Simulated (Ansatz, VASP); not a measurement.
## Two plane-wave programs on NaI

```
Na I
1.0
     0.00000    3.23640    3.23640
     3.23640    0.00000    3.23640
     3.23640    3.23640    0.00000
Na I
1 1
Direct
  0.00000 0.00000 0.00000
  0.50000 0.50000 0.50000
```

Alike in both runs: task relaxation of cell and atoms; functional PBE; dispersion D3(BJ); k mesh 3 × 3 × 3; no spin polarisation.

|  | VASP | Ansatz |
| --- | --- | --- |
| version | VASP 6.6.1 | Ansatz 0.2.0 |
| potentials or method | VASP PAW PBE potentials, release 64 (Na_pv, I) | plane waves, PAW |
| plane-wave cutoff (eV) | 600 | 420 |
| occupations | gaussian, width 0.01 eV | fixed |
| valence electrons in the cell | 14 | 26 |

```csv
,VASP,Ansatz,Ansatz less VASP
relaxed volume (Å³/atom),33.35,32.77,-0.578
relaxed cell length with the largest relative difference (Å),4.552,4.526,-0.0264
```

VASP's potentials hold 14 valence electrons a cell and Ansatz's 26, so a difference there can come from the potentials and not from the codes.

The k mesh is coarse, so the values compare programs but aren't converged. Neither program's run includes spin-orbit coupling.
